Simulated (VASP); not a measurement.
Tl12H (a cell with a defect): single point with PBEsol

Tl12H (a cell with a defect):

```xyz
13
Lattice="6.9200 0.0000 0.0000 -5.1900 8.9893 0.0000 0.0000 0.0000 5.5325" Properties=species:S:1:pos:R:3 pbc="T T T"
Tl   -0.3069    0.0043   -0.0623
Tl    0.0172    2.1876    2.7272
Tl   -1.5856    2.7771   -0.1726
Tl   -1.7649    5.0778    2.9942
Tl   -2.7799    5.4134    0.3114
Tl   -3.5987    8.1131    2.5618
Tl    3.1704   -0.2939    0.0485
Tl    3.2200    1.8889    2.6588
Tl    1.7772    3.5435    0.1893
Tl    1.7216    5.1297    2.7322
Tl    0.2462    6.0801   -0.2582
Tl   -0.1139    8.0336    2.9216
H     0.8187    1.6609    4.7312
```

- Program: VASP 6.6.1
- Task: single point
- Functional: PBEsol
- Potentials or basis: VASP PAW PBE potentials, release 64 (Tl_d, H)
- Cutoff: 520 eV
- k mesh: 3 × 2 × 3
- Occupations: fermi-dirac, width 0.15 eV
- Spin: no spin polarisation
- Dipole correction: no
- Further INCAR settings: ALGO = Normal; EDIFF = 1e-06; NBANDS = 90

```yaml
Pressure: 2.7 GPa
Largest_force: 1.194 eV/Å
Band_gap_on_the_k_mesh: zero (an odd number of electrons rules out a gap without spin polarisation)
```

Forces on the atoms (eV/Å):
```
Tl   0.489 -0.169  0.351
Tl  -0.169 -0.128 -0.260
Tl  -0.352 -0.375  0.223
Tl   0.098 -0.145 -0.033
Tl  -0.554  1.042 -0.180
Tl  -0.349 -0.280  0.395
Tl   0.059  0.248 -0.388
Tl   0.447  0.222  0.136
Tl   0.073 -1.067 -0.524
Tl   0.149  0.249  0.240
Tl  -0.005  0.179  0.626
Tl  -0.111  0.229 -0.658
H    0.225 -0.005  0.072
```

Stress tensor (GPa, compression positive):
```
 2.85 -0.46 -0.32
-0.46  3.22  0.24
-0.32  0.24  1.94
```

Levels at points of the mesh, in eV from the Fermi level:
```tsv
k point	band 76	band 77	band 78	band 79	band 80	band 81
(0.00, 0.00, 0.00)	-0.93	-0.70	-0.61	-0.20	0.14	0.34
(0.00, 0.50, 0.00)	-1.20	-0.79	-0.30	0.09	0.24	0.46
```

Run time: 5.6 min on 1 thread of Intel Xeon 8259CL, with other jobs on the host, peak memory 0.53 GiB.

Caveat: the k points lie up to 0.38 Å⁻¹ apart, too coarse for converged energies and pressures of a metal; the atoms stand as in a frame of molecular dynamics; the PAW data sets were made with another functional, which shifts forces and pressure a little; spin-orbit coupling is left out, which moves the levels of the heavy elements.
